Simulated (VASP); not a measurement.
A run of VASP 6.6.1 is set up as follows.

Contents of INCAR:

```
PREC = Accurate
ENCUT = 520
EDIFF = 1E-8
ISMEAR = 0
SIGMA = 0.01
LREAL = False
LASPH = True
NELM = 60
ALGO = Normal
ISIF = 2
LWAVE = False
LCHARG = False
GGA = PS
NBANDS = 11
IBRION = 8
NSW = 1
LEPSILON = True
```

KPOINTS

```
Automatic mesh
0
Gamma
  12 12 12
```

The input POSCAR:

```
BN
1.0
    2.4683708453      0.0016043822     -0.2223553088
   -1.2255663443      2.1426289682      0.2223225766
   -0.9924599776     -0.8570078662      2.7883674925
B N
1 1
Direct
    0.9936908547      0.9927501954     -0.0021729499
    0.6544581453      0.3231338046      0.9889779499
```

Potentials or basis: VASP PAW PBE potentials, release 64 (B, N).

Launch:

```sh
$ cat potpaw_PBE.64/B/POTCAR potpaw_PBE.64/N/POTCAR > POTCAR
$ mpirun -np 1 vasp_std > vasp.out
```

(1) Estimate the electronic dielectric tensor (diagonal).

(2) Estimate the Born charges (mean of the diagonal).

(3) Predict the highest phonon frequency at Γ, LO-TO splitting left out.

Answers

(1) 5.47, 5.48, 3.89.

(2) B +2.17; N -2.17 e.

(3) 1419 cm⁻¹.

Caveat: the cell wasn't relaxed at this level first, which shifts response properties.
